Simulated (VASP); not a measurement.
# Ta4N3 (Pm) in VASP: further runs

Runs on Ta4N3. Level: PBEsol. Tasks: single point.

All numbers are computed with VASP 6.6.1; they aren't measurements. Logs are shortened: lines on timing, memory, paths and dates and some standing lists are left out, and cuts for length are marked.

**1. The cell of the first run**

The structure is monoclinic, space group Pm (No. 6). The conventional cell has a = 4.357 Å, b = 4.357 Å, c = 8.590 Å, α = 90.00°, β = 95.82°, γ = 90.00°. Ta (site symmetry m) has 4 N at 2.14 to 2.18 Å within 2.8 Å. Ta (site symmetry m) has 4 N at 2.14 to 2.31 Å and 1 Ta at 2.58 Å within 2.8 Å. Within 2.9 Å of Ta (site symmetry m) lie 5 N at 2.18 to 2.23 Å and 1 Ta at 2.43 Å. Ta (site symmetry m) has 5 N at 2.18 to 2.23 Å and 12 Ta at 2.99 to 3.12 Å within 3.2 Å. Within 2.8 Å of Ta (site symmetry m) lie 4 N at 2.14 to 2.31 Å and 1 Ta at 2.43 Å. Within 2.8 Å of Ta (site symmetry m) lie 4 N at 2.14 to 2.18 Å. Within 3.1 Å of Ta (site symmetry m) lie 5 N at 2.18 to 2.39 Å and 9 Ta at 2.58 to 3.09 Å. Within 3.2 Å of Ta (site symmetry m) lie 5 N at 2.18 to 2.23 Å and 12 Ta at 2.99 to 3.12 Å.

**2. Single point, PBEsol**

Contents of INCAR:

```
SYSTEM = Ta4N3
ALGO = Fast
EDIFF = 1E-6
ENCUT = 520
GGA = PS
ISIF = 2
ISMEAR = 0
LASPH = .True.
LCHARG = .False.
LREAL = .False.
LWAVE = .False.
NBANDS = 72
NELM = 80
PREC = Accurate
SIGMA = 0.15
```

Contents of KPOINTS:

```
k-points
0
Gamma
  9 9 5
  0 0 0
```

Contents of POSCAR:

```
Ta4N3
1.0
   -4.3571443853      0.0000000000      0.0000000000
    0.0000000000     -4.3571443853      0.0000000000
   -0.8714288771      0.0000000000      8.5453519637
Ta N
8 6
Direct
    0.3760800000      0.0000000000      0.6196000000
   -0.0239200000      0.5000000000      0.1196000000
   -0.1760707489      0.0000000000      0.8803537444
    0.4239292511      0.5000000000      0.3803537444
    0.4760800000      0.0000000000      0.1196000000
   -0.1239200000      0.5000000000      0.6196000000
    0.3282307489      0.5000000000      0.8588462556
    0.9282307489      1.0000000000      0.3588462556
    0.4260800000      1.0000000000      0.3696000000
   -0.1739200000      0.5000000000      0.8696000000
   -0.1239200000      0.0000000000      0.6196000000
    0.4760800000      0.5000000000      0.1196000000
    0.9260800000      0.5000000000      0.3696000000
    0.3260800000      0.0000000000      0.8696000000
```

Potentials or basis: VASP PAW PBE potentials, release 64 (Ta_pv, N).

Command:

```console
$ cat potpaw_PBE.64/Ta_pv/POTCAR potpaw_PBE.64/N/POTCAR > POTCAR
$ mpirun -np 1 vasp_std > vasp.out
```

OUTCAR:

```text
SYSTEM = Ta4N3
   EDIFF = 1E-6
   ENCUT = 520
   GGA = PS
   ISIF = 2
   ISMEAR = 0
   LASPH = .True.
   LREAL = .False.
   NELM = 80
   PREC = Accurate

 ion  position               nearest neighbor table
   1  0.376  0.000  0.620-   9 2.14  14 2.14  11 2.18  11 2.18   4 2.99   4 2.99   7 2.99   7 2.99
                             6 3.08   6 3.08   6 3.08   6 3.08   3 3.12   8 3.12   8 3.12   3 3.12
   2  0.976  0.500  0.120-  13 2.14  12 2.18  12 2.18  10 2.31   7 2.58   8 2.99   8 2.99   5 3.08
                             5 3.08   5 3.08   5 3.08   3 3.11   3 3.11   4 3.12   4 3.12
   3  0.824  0.000  0.880-  14 2.18  10 2.18  10 2.18  14 2.18  11 2.23   5 2.43   7 3.09   7 3.09
                             7 3.09   7 3.09   2 3.11   2 3.11   1 3.12   6 3.12   6 3.12   1 3.12
   4  0.424  0.500  0.380-  13 2.18   9 2.18   9 2.18  13 2.18  12 2.23   6 2.99   1 2.99   1 2.99
                             6 2.99   8 3.09   8 3.09   8 3.09   8 3.09   2 3.12   5 3.12   5 3.12
   5  0.476  0.000  0.120-   9 2.14  12 2.18  12 2.18  14 2.31   3 2.43   8 2.99   8 2.99   2 3.08
                             2 3.08   2 3.08   2 3.08   4 3.12   4 3.12   7 3.24   7 3.24
   6  0.876  0.500  0.620-  10 2.14  13 2.14  11 2.18  11 2.18   4 2.99   7 2.99   7 2.99   4 2.99
                             1 3.08   1 3.08   1 3.08   1 3.08   3 3.12   8 3.12   3 3.12   8 3.12
   7  0.328  0.500  0.859-  10 2.18  14 2.18  14 2.18  10 2.18  12 2.39   2 2.58   6 2.99   1 2.99
                             1 2.99   6 2.99   3 3.09   3 3.09   3 3.09   3 3.09   5 3.24   5 3.24
   8  0.928  0.000  0.359-   9 2.18  13 2.18  13 2.18   9 2.18  11 2.23   5 2.99   2 2.99   2 2.99
                             5 2.99   4 3.09   4 3.09   4 3.09   4 3.09   1 3.12   6 3.12   6 3.12
   9  0.426  0.000  0.370-   1 2.14   5 2.14   8 2.18   4 2.18   4 2.18   8 2.18
  10  0.826  0.500  0.870-   6 2.14   7 2.18   3 2.18   3 2.18   7 2.18   2 2.31
  11  0.876  0.000  0.620-   1 2.18   6 2.18   6 2.18   1 2.18   3 2.23   8 2.23
  12  0.476  0.500  0.120-   2 2.18   5 2.18   5 2.18   2 2.18   4 2.23   7 2.39
  13  0.926  0.500  0.370-   2 2.14   6 2.14   4 2.18   8 2.18   8 2.18   4 2.18
  14  0.326  0.000  0.870-   1 2.14   3 2.18   7 2.18   7 2.18   3 2.18   5 2.31

  LATTYP: Found a simple monoclinic cell.
 ALAT       =     4.3571443853
 B/A-ratio  =     1.0000000000
 C/A-ratio  =     1.9713989508
 COS(beta)  =    -0.1014507997

  Lattice vectors:

 A1 = (  -4.3571443853,   0.0000000000,   0.0000000000)
 A2 = (   0.0000000000,   4.3571443853,   0.0000000000)
 A3 = (   0.8714288771,   0.0000000000,  -8.5453519637)

Analysis of symmetry for initial positions (statically):
=====================================================================
 Subroutine PRICEL returns:
 Original cell was already a primitive cell.

 Routine SETGRP: Setting up the symmetry group for a
 simple monoclinic supercell.

 Subroutine GETGRP returns: Found  2 space group operations
 (whereof  2 operations were pure point group operations)
 out of a pool of  4 trial point group operations.

The static configuration has the point symmetry C_1h.

Analysis of symmetry for dynamics (positions and initial velocities):
=====================================================================
 Subroutine PRICEL returns:
 Original cell was already a primitive cell.

 Routine SETGRP: Setting up the symmetry group for a
 simple monoclinic supercell.

 Subroutine GETGRP returns: Found  2 space group operations
 (whereof  2 operations were pure point group operations)
 out of a pool of  4 trial point group operations.

The dynamic configuration has the point symmetry C_1h.

 Subroutine INISYM returns: Found  2 space group operations
 (whereof  2 operations are pure point group operations),
 and found     1 'primitive' translations

----------------------------------------------------------------------------------------

                                     Primitive cell

  volume of cell :     162.2310

  direct lattice vectors                    reciprocal lattice vectors
    -4.357144385  0.000000000  0.000000000    -0.229508116  0.000000000 -0.023404536
     0.000000000 -4.357144385  0.000000000     0.000000000 -0.229508116  0.000000000
    -0.871428877  0.000000000  8.545351964     0.000000000  0.000000000  0.117022681

  length of vectors
     4.357144385  4.357144385  8.589669870     0.230698391  0.229508116  0.117022681

  position of ions in fractional coordinates (direct lattice)
     0.376080000  0.000000000  0.619600000
     0.976080000  0.500000000  0.119600000
     0.823929251  0.000000000  0.880353744
     0.423929251  0.500000000  0.380353744
     0.476080000  0.000000000  0.119600000
     0.876080000  0.500000000  0.619600000
     0.328230749  0.500000000  0.858846256
[... 39 lines left out ...]

  Length of vectors
     0.025633155  0.025500902  0.023404536

  Shift w.r.t. Gamma in fractional coordinates (k-lattice)
     0.000000000  0.000000000  0.000000000

 Subroutine IBZKPT returns following result:
 ===========================================

 Found    115 irreducible k-points:

 Following reciprocal coordinates:
            Coordinates               Weight
  0.000000  0.000000  0.000000      1.000000
  0.111111  0.000000  0.000000      2.000000
  0.222222  0.000000  0.000000      2.000000
  0.333333  0.000000  0.000000      2.000000
  0.444444  0.000000  0.000000      2.000000
  0.000000  0.111111  0.000000      2.000000
[... 16 lines left out ...]
  0.222222  0.444444  0.000000      4.000000
  0.333333  0.444444  0.000000      4.000000
 [... further k-points ...]
   k-points           NKPTS =    115   k-points in BZ     NKDIM =    115   number of bands    NBANDS=     72
   number of dos      NEDOS =    301   number of ions     NIONS =     14
   total plane-waves  NPLWV =  65536
   dimension x,y,z NGX =    32 NGY =   32 NGZ =   64
   dimension x,y,z NGXF=    64 NGYF=   64 NGZF=  128
   ions per type =               8   6
   NGX,Y,Z   is equivalent  to a cutoff of  12.21, 12.21, 12.39 a.u.
   NGXF,Y,Z  is equivalent  to a cutoff of  24.42, 24.42, 24.77 a.u.
 SYSTEM =  Ta4N3
   PREC   = accura    normal or accurate (medium, high low for compatibility)
   ISTART =      0    job   : 0-new  1-cont  2-samecut
   ICHARG =      2    charge: 1-file 2-atom 10-const
   ISPIN  =      1    spin polarized calculation?
   LNONCOLLINEAR =      F non collinear calculations
   LSORBIT =      F    spin-orbit coupling
   LASPH  =      T    aspherical Exc in radial PAW
   ENCUT  =  520.0 eV  38.22 Ry    6.18 a.u.   8.10  8.10 15.97*2*pi/ulx,y,z
   NELM   =     80;   NELMIN=  2; NELMDL= -5     # of ELM steps
   EDIFF  = 0.1E-05   stopping-criterion for ELM
   LREAL  =      F    real-space projection
[... 7 lines left out ...]
   TEBEG  =    0.0;   TEEND  =   0.0 temperature during run
   PSTRESS=    0.0 pullay stress
   NELECT =     118.0000    total number of electrons
   NUPDOWN=      -1.0000    fix difference up-down
   EMIN   =  10.00;   EMAX   =-10.00  energy-range for DOS
   EFERMI =   0.00;   METHOD = LEGACY
   ISMEAR =     0;   SIGMA  =   0.15  broadening in eV -4-tet -1-fermi 0-gaus
   EFERMI_NEDOS =   21; number of points for ismear=-14 and -15
   IALGO  =     68    algorithm
   IMIX   =      4    mixing-type and parameters
     AMIX     =   0.40;   BMIX     =  1.00
     AMIX_MAG =   1.60;   BMIX_MAG =  1.00
  volume/ion in A,a.u.               =      11.59        78.20
  Fermi-wavevector in a.u.,A,eV,Ry     =   1.472282  2.782209 29.492166  2.167613
  Thomas-Fermi vector in A             =   2.587315
   LORBIT       =      0    0 simple, 1 ext, 2 COOP (PROOUT), +10 PAW based schemes
   GGA     = PS    functional components
   LHFCALC =     F    Hartree Fock is set to
   AEXX    =    0.0000 exact exchange contribution
   IVDW    =     0    specifies the selected vdW correction
   LEPSILON=     F    determine dielectric tensor
   LRPA    =     F    only Hartree local field effects (RPA)
 non-spin polarized calculation
 RMM-DIIS sequential band-by-band and
 Gauss-broadening in eV      SIGMA  =   0.15
  energy-cutoff  :      520.00
  volume of cell :      162.23
 maximum number of plane-waves:      4399
   NGX = 17   NGY = 17   NGZ = 31

 number of electron     118.0000021 magnetization

 Free energy of the ion-electron system (eV)
  ---------------------------------------------------
  ext. energy  EPLUGINS =         0.00000000
  ---------------------------------------------------
  free energy    TOTEN  =      -164.29203094 eV

  energy without entropy =     -164.23449763  energy(sigma->0) =     -164.26326428

 E-fermi :   8.1500     XC(G=0): -13.4285

 val. band max:        8.1494095061   @ k =   0.4444   0.2222   0.4000
 cond. band min:       8.1632324503   @ k =  -0.4444   0.2222   0.4000
 fundamental gap:      0.0138229442
 Fermi energy:         8.1499705849

 k-point     1 :       0.0000    0.0000    0.0000
  band No.  band energies     occupation
      1     -27.6927      2.00000
      2     -27.5773      2.00000
      3     -27.5623      2.00000
      4     -27.4778      2.00000
      5     -27.3757      2.00000
      6     -27.1983      2.00000
[... 1765 lines left out ...]
     70      10.8702      0.00000
     71      11.1487      0.00000

 [... further k-points ...]

 [bands above 71 left out]

------------------------ aborting loop because EDIFF is reached ----------------------------------------

  FORCE on cell =-STRESS in cart. coord.  units (eV):
  Direction    XX          YY          ZZ          XY          YZ          ZX
  --------------------------------------------------------------------------------------
  -------------------------------------------------------------------------------------
  Total        4.0053214     -0.8419400     11.6793704      0.0000000      0.0000000     14.1245407
  in kB       39.5561571     -8.3149163    115.3443047      0.0000000      0.0000000    139.4925640
  external PRESSURE =      48.8618485 kB  Pullay stress =       0.0000000 kB

 VOLUME and BASIS-vectors are now :
 -----------------------------------------------------------------------------
  energy-cutoff  :      520.00
  volume of cell :      162.23
      direct lattice vectors                 reciprocal lattice vectors
    -4.357144385  0.000000000  0.000000000    -0.229508116  0.000000000 -0.023404536
     0.000000000 -4.357144385  0.000000000     0.000000000 -0.229508116  0.000000000
    -0.871428877  0.000000000  8.545351964     0.000000000  0.000000000  0.117022681

 POSITION                                       TOTAL-FORCE (eV/Angst)
 -----------------------------------------------------------------------------------
     -2.17857      0.00000      5.29470        -0.218504      0.000000      0.063929
     -4.35714     -2.17857      1.02202         3.095415      0.000000      1.263220
     -4.35714      0.00000      7.52293        -3.489122      0.000000     -3.454198
     -2.17857     -2.17857      3.25026         0.447629      0.000000     -0.118988
     -2.17857      0.00000      1.02202         3.642601      0.000000      2.566058
     -4.35714     -2.17857      5.29470         0.025842      0.000000     -0.120628
     -2.17857     -2.17857      7.33914        -2.297032      0.000000     -0.825105
     -4.35714      0.00000      3.06647         0.033054      0.000000     -0.278900
     -2.17857      0.00000      3.15836        -0.264870      0.000000      0.136103
     -4.35714     -2.17857      7.43104        -0.950332      0.000000     -0.111340
     -4.35714      0.00000      5.29470         0.232171      0.000000     -0.491345
     -2.17857     -2.17857      1.02202         0.952194      0.000000      0.820839
     -4.35714     -2.17857      3.15836        -0.274951      0.000000     -0.136359
     -2.17857      0.00000      7.43104        -0.934095      0.000000      0.686715
 -----------------------------------------------------------------------------------
    total drift:                                0.000432     -0.000000      0.001034

  FREE ENERGIE OF THE ION-ELECTRON SYSTEM (eV)
  ---------------------------------------------------
  free  energy   TOTEN  =      -164.2920309355 eV

  energy  without entropy=     -164.2344976280  energy(sigma->0) =     -164.26326428
```

Wall time 40 min (1 thread of Oxide Virtual Turin-like, shared host); peak memory 0.86 GiB.

Results:

| Item | Value |
| --- | --- |
| Free energy | -164.2920 eV |
| Pressure | 4.9 GPa |
| Largest force | 4.910 eV/Å |
| Band gap on the k mesh | zero (bands 59 and 60 overlap by 1.54 eV) |

Forces on the atoms (eV/Å):
```
Ta  -0.219  0.000  0.064
Ta   3.095  0.000  1.263
Ta  -3.489  0.000 -3.454
Ta   0.448  0.000 -0.119
Ta   3.643  0.000  2.566
Ta   0.026  0.000 -0.121
Ta  -2.297  0.000 -0.825
Ta   0.033  0.000 -0.279
N   -0.265  0.000  0.136
N   -0.950  0.000 -0.111
N    0.232  0.000 -0.491
N    0.952  0.000  0.821
N   -0.275  0.000 -0.136
N   -0.934  0.000  0.687
```

Stress tensor (GPa, compression positive):
```
 3.96  0.00 13.95
 0.00 -0.83  0.00
13.95  0.00 11.53
```

Levels at points of the mesh, in eV from the Fermi level:
| k point | band 56 | band 57 | band 58 | band 59 | band 60 | band 61 | band 62 | band 63 |
| --- | --- | --- | --- | --- | --- | --- | --- | --- |
| (0.00, 0.00, 0.00) | -1.57 | -1.29 | -0.77 | -0.63 | -0.28 | 0.43 | 0.62 | 0.87 |

Caveat: the cell stands under pressure; the PAW data sets were made with another functional, which shifts forces and pressure a little; spin-orbit coupling is left out, which moves the levels of the heavy elements.

**3. Single point, PBEsol**

Contents of INCAR:

```
SYSTEM = Ta4N3
  ALGO = Fast
  EDIFF = 1E-6
  ENCUT = 520
  GGA = PS
  ISIF = 2
  ISMEAR = 0
  LASPH = .True.
  LCHARG = .True.
  LELF = .True.
  LREAL = .False.
  LVHAR = .True.
  LWAVE = .False.
  NBANDS = 72
  NELM = 60
  PREC = Accurate
  SIGMA = 0.15
```

KPOINTS is that of step 2.

Contents of POSCAR:

```
Ta4N3
1.0
   -4.3571443853      0.0000000000      0.0000000000
    0.0000000000     -4.3571443853      0.0000000000
   -0.4357144385      0.0000000000      8.5453519637
Ta N
8 6
Direct
    0.4380400000      0.0000000000      0.6196000000
   -0.0119600000      0.5000000000      0.1196000000
   -0.0880353744      0.0000000000      0.8803537444
    0.4619646256      0.5000000000      0.3803537444
    0.4880400000      0.0000000000      0.1196000000
   -0.0619600000      0.5000000000      0.6196000000
    0.4141153744      0.5000000000      0.8588462556
    0.9641153744      1.0000000000      0.3588462556
    0.4630400000      1.0000000000      0.3696000000
   -0.0869600000      0.5000000000      0.8696000000
   -0.0619600000      0.0000000000      0.6196000000
    0.4880400000      0.5000000000      0.1196000000
    0.9630400000      0.5000000000      0.3696000000
    0.4130400000      0.0000000000      0.8696000000
```

Potentials or basis: VASP PAW PBE potentials, release 64 (Ta_pv, N).

Command:

```console
$ cat potpaw_PBE.64/Ta_pv/POTCAR potpaw_PBE.64/N/POTCAR > POTCAR
$ mpirun -np 1 vasp_std > vasp.out
```

OUTCAR:

```text
SYSTEM = Ta4N3
   EDIFF = 1E-6
   ENCUT = 520
   GGA = PS
   ISIF = 2
   ISMEAR = 0
   LASPH = .True.
   LREAL = .False.
   NELM = 60
   PREC = Accurate

 ion  position               nearest neighbor table
   1  0.438  0.000  0.620-   9 2.14  14 2.14  11 2.18  11 2.18   4 2.99   4 2.99   7 2.99   7 2.99
                             6 3.08   6 3.08   6 3.08   6 3.08   3 3.12   8 3.12   3 3.12   8 3.12
   2  0.988  0.500  0.120-  13 2.14  12 2.18  12 2.18  10 2.18   7 2.83   8 2.99   8 2.99   3 3.02
                             3 3.02   5 3.08   5 3.08   5 3.08   5 3.08   4 3.12   4 3.12   7 3.44
   3  0.912  0.000  0.880-  14 2.18  10 2.18  10 2.18  14 2.18  11 2.23   5 2.69   2 3.02   2 3.02
[... 2032 lines left out ...]
     0.000000000 -4.357144385  0.000000000     0.000000000 -0.229508116  0.000000000
    -0.435714439  0.000000000  8.545351964     0.000000000  0.000000000  0.117022681

 POSITION                                       TOTAL-FORCE (eV/Angst)
 -----------------------------------------------------------------------------------
     -2.17857      0.00000      5.29470        -0.140139      0.000000      0.000782
     -4.35714     -2.17857      1.02202         1.437607      0.000000      0.181947
     -4.35714      0.00000      7.52293        -1.544832      0.000000     -0.716309
     -2.17857     -2.17857      3.25026         0.331866      0.000000     -0.044651
     -2.17857      0.00000      1.02202         1.355977      0.000000      0.448235
     -4.35714     -2.17857      5.29470        -0.023207      0.000000     -0.047385
     -2.17857     -2.17857      7.33914        -0.971791      0.000000      0.013471
     -4.35714      0.00000      3.06647         0.052504      0.000000     -0.160835
     -2.17857      0.00000      3.15836        -0.089615      0.000000      0.023473
     -4.35714     -2.17857      7.43104        -0.389114      0.000000      0.116442
     -4.35714      0.00000      5.29470         0.180505      0.000000     -0.134027
     -2.17857     -2.17857      1.02202         0.460308      0.000000      0.189029
     -4.35714     -2.17857      3.15836        -0.082738      0.000000     -0.055288
     -2.17857      0.00000      7.43104        -0.577332      0.000000      0.185115
 -----------------------------------------------------------------------------------
    total drift:                                0.000301      0.000000      0.001111

  FREE ENERGIE OF THE ION-ELECTRON SYSTEM (eV)
  ---------------------------------------------------
  free  energy   TOTEN  =      -166.6035489638 eV

  energy  without entropy=     -166.5542554593  energy(sigma->0) =     -166.57890221
```

stdout:

```text
POSCAR found type information on POSCAR TaN
 POSCAR found :  2 types and      14 ions
 scaLAPACK will be used
 -----------------------------------------------------------------------------
|                                                                             |
|                                                                             |
|     You enforced a specific xc type in the INCAR file but a different       |
|     I HOPE YOU KNOW WHAT YOU ARE DOING!                                     |
|                                                                             |
 -----------------------------------------------------------------------------

 LDA part: xc-table for (Slater+PW92), standard interpolation
 POSCAR, INCAR and KPOINTS ok, starting setup
 FFT: planning ... GRIDC
 FFT: planning ... GRID_SOFT
 FFT: planning ... GRID
 WAVECAR not read
 entering main loop
```

Run time: 45 min. Hardware: 1 thread of Oxide Virtual Turin-like, shared host; peak memory 0.87 GiB.

Results:

```
Free energy            : -166.6035 eV
Pressure               : 1.6 GPa
Largest force          : 1.703 eV/Å
Band gap on the k mesh : zero (bands 59 and 60 overlap by 1.95 eV)
```

Forces in eV/Å, atoms in the order of the input:
```
Ta  -0.140  0.000  0.001
Ta   1.438  0.000  0.182
Ta  -1.545  0.000 -0.716
Ta   0.332  0.000 -0.045
Ta   1.356  0.000  0.448
Ta  -0.023  0.000 -0.047
Ta  -0.972  0.000  0.013
Ta   0.053  0.000 -0.161
N   -0.090  0.000  0.023
N   -0.389  0.000  0.116
N    0.181  0.000 -0.134
N    0.460  0.000  0.189
N   -0.083  0.000 -0.055
N   -0.577  0.000  0.185
```

Caveat: the PAW data sets were made with another functional, which shifts forces and pressure a little; spin-orbit coupling is left out, which moves the levels of the heavy elements.
